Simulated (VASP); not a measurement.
The system is LiF.

```
CELL_PARAMETERS angstrom
0.00000 1.99487 1.99487
1.99487 0.00000 1.99487
1.99487 1.99487 0.00000
ATOMIC_POSITIONS crystal
Li 0.00000 0.00000 0.00000
F 0.50000 0.50000 0.50000
```

Base run:

- Program: VASP 6.6.1
- Functional: r2SCAN
- Potentials or basis: VASP PAW PBE potentials, release 64 (Li_sv, F)
- Cutoff: 520 eV
- k mesh: 10 × 10 × 10
- Occupations: gaussian, width 0.01 eV
- Spin: no spin polarisation

Its results: band gap on the k mesh 10.55 eV, direct.

Question: The run is repeated on the same cell with these changes: functional from r2SCAN to PBE; k mesh from 10 × 10 × 10 to 6 × 6 × 6. What comes out?

Answer: Band gap on the k mesh 9.35 eV, direct.

Several settings changed at once, so the effect can't be laid on one alone.

Caveats: some runs use coarse meshes.

A k mesh can miss the band edges.
